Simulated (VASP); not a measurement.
A run of VASP 6.6.1:

The input INCAR:

```
SYSTEM = Rb
  PREC = Accurate
  ENCUT = 520
  EDIFF = 1E-7
  ISMEAR = 0
  SIGMA = 0.15
  LREAL = .FALSE.
  LASPH = .TRUE.
  NELM = 80
  ALGO = Fast
  ISIF = 2
  LWAVE = .FALSE.
  LCHARG = .TRUE.
  GGA = PS
  LELF = .TRUE.
  LVHAR = .TRUE.
  NBANDS = 10
```

KPOINTS

```
Automatic mesh
0
G
  14 14 14
  0 0 0
```

POSCAR

```
Rb
1.0
   -3.4493944507      2.8412945172      2.8412945172
    2.8412945172     -3.4493944507      2.8412945172
    2.8412945172      2.8412945172     -3.4493944507
Rb
1
Direct
    0.0000000000      0.0000000000      0.0000000000
```

Potentials or basis: VASP PAW PBE potentials, release 64 (Rb_sv).

The run is started by

```console
$ cat potpaw_PBE.64/Rb_sv/POTCAR > POTCAR
$ mpirun -np 1 vasp_std > vasp.out
```

Hardware: 1 thread of Intel Xeon 8259CL, on a shared host.

How long does it take, and how much memory?

Wall time 7.8 min on 1 thread of Intel Xeon 8259CL, with other jobs on the host, peak memory 0.41 GiB. Counts: scf iterations 14, k points 288.
